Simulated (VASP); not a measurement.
A run of VASP 6.6.1 is set up as follows.

File INCAR:

```
ALGO     = Normal         # electronic algorithm
EDIFF    = 1E-6           # SCF threshold, eV
EDIFFG   = -0.005         # ionic threshold
ENCUT    = 600            # plane-wave cutoff, eV
GGA      = PE             # functional
IBRION   = 2              # ionic algorithm
ISIF     = 3              # what is computed and relaxed
ISMEAR   = 0              # smearing method
LASPH    = True           # aspherical terms in the spheres
LCHARG   = False          # write CHGCAR
LREAL    = False          # projectors in reciprocal space
LWAVE    = False          # write WAVECAR
NELM     = 100            # most SCF steps
NSW      = 100            # ionic steps
PREC     = Accurate       # precision mode
SIGMA    = 0.1            # smearing width, eV
```

Contents of KPOINTS:

```
k-points
0
Gamma
  20 20 20
```

POSCAR

```
V
1.0
   -1.5130000000      1.5130000000      1.5130000000
    1.5130000000     -1.5130000000      1.5130000000
    1.5130000000      1.5130000000     -1.5130000000
V
1
Direct
    0.0000000000      0.0000000000      0.0000000000
```

Potentials or basis: VASP PAW PBE potentials, release 64 (V_sv).

The run is started by

```console
$ cat potpaw_PBE.64/V_sv/POTCAR > POTCAR
$ mpirun -np 1 vasp_std > vasp.out
```

(1) Estimate the relaxed cell.

(2) Estimate the space group after relaxing (to 0.05 Å).

(3) What does it give for the relaxed volume?

Results:

(1) a = 2.596 Å, b = 2.596 Å, c = 2.596 Å, α = 109.47°, β = 109.47°, γ = 109.47°.

(2) Im-3m (No. 229).

(3) 13.47 Å³/atom.
